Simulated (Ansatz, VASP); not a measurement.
# ZrN: VASP beside Ansatz

Contents of INCAR:

```
  ALGO = Normal
  EDIFF = 1E-7
  EDIFFG = -0.01
  ENCUT = 600
  GGA = PE
  GGA_COMPAT = False
  IBRION = 2
  ISIF = 3
  ISMEAR = 0
  LASPH = True
  LCHARG = False
  LREAL = False
  LWAVE = False
  NELM = 120
  NELMIN = 4
  NSW = 100
  PREC = Accurate
  SIGMA = 0.1
```

Contents of KPOINTS:

```
k-points
0
Gamma
  20 20 20
```

The input POSCAR:

```
ZrN
1.0
    0.0000000000      2.2967498141      2.2967498141
    2.2967498141      0.0000000000      2.2967498141
    2.2967498141      2.2967498141      0.0000000000
Zr N
1 1
Direct
    0.0000000000      0.0000000000      0.0000000000
    0.5000000000      0.5000000000      0.5000000000
```

Input for Ansatz:

```yaml
crystal:
  lattice:
    - [0.0, 2.2967498141, 2.2967498141]
    - [2.2967498141, 0.0, 2.2967498141]
    - [2.2967498141, 2.2967498141, 0.0]
  atoms:
    - { symbol: Zr, position: [0.0, 0.0, 0.0] }
    - { symbol: "N", position: [0.5, 0.5, 0.5] }
basis:
  ecutwfc: 420
kpoints:
  mp_grid: { grid: [20, 20, 20] }
hamiltonian:
  xc: pbe
scf:
  occupations: { method: gaussian, width: 0.1 }
output:
  forces: true
  stress: true
  eigenvalues: true
  write_density: true
  write_potential: true
  elf: true
  volumetric_format: npy
relax:
  adjacent_minimum: "off"
  f_tol: 0.01
  max_steps: 80
  cell: { stress_tol: 0.05 }
```

Alike in both runs: task relaxation of cell and atoms; functional PBE; k mesh 20 × 20 × 20; occupations gaussian, width 0.1 eV; no spin polarisation.

|  | VASP | Ansatz |
| --- | --- | --- |
| version | VASP 6.6.1 | Ansatz 0.2.0 |
| potentials or method | VASP PAW PBE potentials, release 64 (Zr_sv, N), cutoff 600 eV | scalar-relativistic, plane waves, PAW |
| valence electrons in the cell | 17 | 17 |

|  | VASP | Ansatz | Ansatz less VASP |
| --- | --- | --- | --- |
| gap on the k mesh at the Fermi level, each at its own relaxed structure (eV) | none | none | - |
| relaxed volume (Å³/atom) | 12.13 | 12.12 | -0.007 |
| relaxed cell length with the largest relative difference (Å) | 3.250 | 3.249 | -0.0006 |

A gap of «none» marks a metal or a gap that the smearing closes.
